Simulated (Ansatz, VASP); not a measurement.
SbSe3 in VASP and in Ansatz

```xyz
4
Lattice="4.4897 0.0000 0.0000 0.0000 4.4897 0.0000 0.0000 0.0000 4.4897" Properties=species:S:1:pos:R:3 pbc="T T T"
Sb    0.0000    0.0000    0.0000
Se    0.0000    2.2448    2.2448
Se    2.2448    0.0000    2.2448
Se    2.2448    2.2448    0.0000
```

Alike in both runs: task relaxation of cell and atoms; functional PBE; k mesh 10 × 10 × 10; occupations gaussian, width 0.1 eV; no spin polarisation.

```csv
,VASP,Ansatz
version,VASP 6.6.1,Ansatz 0.2.0
potentials or method,"VASP PAW PBE potentials, release 64 (Sb, Se), cutoff 600 eV","scalar-relativistic, plane waves, PAW"
valence electrons in the cell,23,63
```

```tsv
	VASP	Ansatz	Ansatz less VASP
gap on the k mesh at the Fermi level, each at its own relaxed structure (eV)	none	none	-
relaxed volume (Å³/atom)	22.29	22.34	+0.045
relaxed cell length with the largest relative difference (Å)	4.468	4.471	+0.0030
```

A gap of «none» marks a metal or a gap that the smearing closes. VASP's potentials hold 23 valence electrons a cell and Ansatz's 63, so a difference there can come from the potentials and not from the codes.

Spin-orbit coupling is off throughout.
